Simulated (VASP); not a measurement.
Set up this calculation in VASP 6.6.1, as the native input.

```
Task                   : single point
Functional             : PBEsol
Potentials or basis    : VASP PAW PBE potentials, release 64 (Mg, B)
Cutoff                 : 520 eV
k mesh                 : 10 × 10 × 8
Occupations            : fermi-dirac, width 0.05 eV
Spin                   : no spin polarisation
Dipole correction      : no
Further INCAR settings : ALGO = Normal; EDIFF = 1e-06; NBANDS = 11
```

The structure of MgB2 lies in POSCAR:

```
MgB2
1.0
    3.0433056997      0.0000000000      0.0000000000
   -1.5216528499      2.6355800475      0.0000000000
    0.0000000000      0.0000000000      3.4753860551
Mg B
1 2
Direct
    0.0000000000      0.0000000000      0.0000000000
    0.6666666667      0.3333333333      0.5000000000
    0.3333333333      0.6666666667      0.5000000000
```

This cell differs from its parent crystal: volume scaled by 0.96.

One way to write it, as run:

INCAR

```
SYSTEM = MgB2
ALGO = Normal ; EDIFF = 1E-6
ENCUT = 520 ; GGA = PS
ISIF = 2 ; ISMEAR = -1
LASPH = .True. ; LCHARG = .False.
LREAL = .False. ; LWAVE = .False.
NBANDS = 11 ; NELM = 100
PREC = Accurate ; SIGMA = 0.05
```

KPOINTS

```
k-points
0
Gamma
  10 10 8
  0 0 0
```

Potentials or basis: VASP PAW PBE potentials, release 64 (Mg, B).

Run with:

```sh
$ cat potpaw_PBE.64/Mg/POTCAR potpaw_PBE.64/B/POTCAR > POTCAR
$ mpirun -np 1 vasp_std > vasp.out
```

It gave:

* Pressure: 3.4 GPa
* Band gap on the k mesh: zero (band 4 reaches 6.64 eV, above the bottom of band 5 at 4.09 eV)

Caveat: the PAW data sets were made with another functional, which shifts forces and pressure a little.

It took 14 s on 1 thread of AMD EPYC 7R43 64-Core Processor (Zen 3), with other jobs on the host, peak memory 0.12 GiB.
